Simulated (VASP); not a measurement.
**BiS: single point with PBEsol**

Crystal: BiS.

```
Bi S
1.0
     3.49798    0.00000    0.00000
     0.00000    3.49798    0.00000
     0.00000    0.00000    3.49798
Bi S
1 1
Direct
  0.00000 0.00000 0.00000
  0.50000 0.50000 0.50000
```

```
Program             : VASP 6.6.1
Task                : single point
Functional          : PBEsol
Potentials or basis : VASP PAW PBE potentials, release 64 (Bi_d, S)
Cutoff              : 520 eV
k mesh              : 10 × 10 × 10
Occupations         : gaussian, width 0.05 eV
Spin                : no spin polarisation
```

* Pressure: 1.7 GPa
* Band gap on the k mesh: zero (an odd number of electrons rules out a gap without spin polarisation)

Levels at points of the mesh, in eV from the Fermi level:
| k point | band 6 | band 7 | band 8 | band 9 | band 10 | band 11 | band 12 | band 13 | band 14 | band 15 |
| --- | --- | --- | --- | --- | --- | --- | --- | --- | --- | --- |
| (0.00, 0.00, 0.00) | -15.96 | -9.15 | -3.48 | -3.48 | -3.48 | 3.48 | 3.48 | 4.84 | 4.84 | 4.84 |
| (0.50, 0.00, 0.00) | -13.77 | -12.62 | -1.93 | -1.93 | -1.86 | -1.78 | 1.57 | 1.57 | 4.97 | 7.34 |
| (0.50, 0.50, 0.00) | -12.74 | -10.91 | -6.94 | -6.94 | -1.64 | 2.56 | 2.56 | 3.60 | 5.76 | 7.83 |
| (0.50, 0.50, 0.50) | -12.32 | -9.55 | -4.31 | -4.31 | -4.31 | -3.18 | -3.18 | -3.18 | 13.23 | 13.23 |

It took 45 s on 1 thread of Intel Xeon 8259CL, with other jobs on the host, peak memory 0.18 GiB.

Caveat: the PAW data sets were made with another functional, which shifts forces and pressure a little; spin-orbit coupling is left out, which moves the levels of the heavy elements.
